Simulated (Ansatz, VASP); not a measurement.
**Au in VASP and in Ansatz**

The input INCAR:

```
SYSTEM = Au
PREC     = Accurate       ! precision mode
ENCUT    = 600            ! plane-wave cutoff, eV
EDIFF    = 1E-7           ! SCF threshold, eV
ISMEAR   = -1             ! smearing method
SIGMA    = 0.05           ! smearing width, eV
LREAL    = .FALSE.        ! projectors in reciprocal space
LASPH    = .TRUE.         ! aspherical terms in the spheres
NELM     = 80             ! most SCF steps
ALGO     = Normal         ! electronic algorithm
ISIF     = 3              ! what is computed and relaxed
LWAVE    = .FALSE.        ! write WAVECAR
LCHARG   = .FALSE.        ! write CHGCAR
GGA      = PE             ! functional
IBRION   = 2              ! ionic algorithm
NSW      = 60             ! ionic steps
EDIFFG   = -0.005         ! ionic threshold
```

The input KPOINTS:

```
Automatic mesh
0
G
  13 13 13
  0 0 0
```

POSCAR

```
Au
1.0
    0.0000000000      2.8206487953      2.8206487953
    2.8206487953      0.0000000000      2.8206487953
    2.8206487953      2.8206487953      0.0000000000
Au
2
Direct
   -0.1250000000     -0.1250000000     -0.1250000000
    0.1250000000      0.1250000000      0.1250000000
```

Input for Ansatz:

```yaml
crystal:
  lattice:
    - [0.0, 2.8206487953, 2.8206487953]
    - [2.8206487953, 0.0, 2.8206487953]
    - [2.8206487953, 2.8206487953, 0.0]
  atoms:
    - { symbol: Au, position: [-0.125, -0.125, -0.125] }
    - { symbol: Au, position: [0.125, 0.125, 0.125] }
kpoints:
  mp_grid: { grid: [13, 13, 13] }
scf:
  occupations: { method: fermi_dirac, width: 0.05 }
hamiltonian:
  xc: pbe
  pseudopotentials: { kind: paw }
output:
  forces: true
  stress: true
relax:
  f_tol: 0.005
  max_steps: 40
  cell: {}
```

Alike in both runs: task relaxation of cell and atoms; functional PBE; k mesh 13 × 13 × 13; occupations fermi-dirac, width 0.05 eV; no spin polarisation.

|  | VASP | Ansatz |
| --- | --- | --- |
| version | VASP 6.6.1 | Ansatz 0.2.0 |
| potentials or method | VASP PAW PBE potentials, release 64 (Au) | PAW with Ansatz's default frozen-core files, scalar-relativistic |
| plane-wave cutoff (eV) | 600 | 420 |
| valence electrons in the cell | 22 | 38 |

|  | VASP | Ansatz | Ansatz less VASP |
| --- | --- | --- | --- |
| relaxed volume (Å³/atom) | 29.20 | 29.24 | +0.034 |
| relaxed length of the cell vector where the two differ most in proportion (Å) | 4.355 | 4.357 | +0.0017 |

VASP's potentials hold 22 valence electrons a cell and Ansatz's 38, so a difference there can come from the potentials and not from the codes.

Neither program's run includes spin-orbit coupling. Noted on VASP's run: the volume moved by over 15 % at a fixed basis, so the end points are rough.
